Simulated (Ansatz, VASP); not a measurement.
**ZnSe in VASP and in Ansatz**

```xyz
2
Lattice="2.8474 2.8474 0.0000 -2.8474 2.8474 0.0000 0.0000 2.8474 2.8474" Properties=species:S:1:pos:R:3 pbc="T T T"
Zn    0.0000    0.0000    0.0000
Se    1.4237    4.2711    1.4237
```

Alike in both runs: task single point; functional PBEsol; k mesh 8 × 8 × 8; non-collinear spin, spin-orbit coupling.

|  | VASP | Ansatz |
| --- | --- | --- |
| version | VASP 6.6.1 | Ansatz 0.2.0 |
| potentials or method | VASP PAW PBE potentials, release 64 (Zn, Se), cutoff 520 eV | all-electron LAPW |
| occupations | gaussian, width 0.01 eV | fixed |

|  | VASP | Ansatz | Ansatz less VASP |
| --- | --- | --- | --- |
| pressure (GPa) | -1.7 | -1.9 | -0.23 |

VASP's potentials were made for PBE, not for PBEsol. Ansatz ran all-electron here, and VASP with PAW potentials.
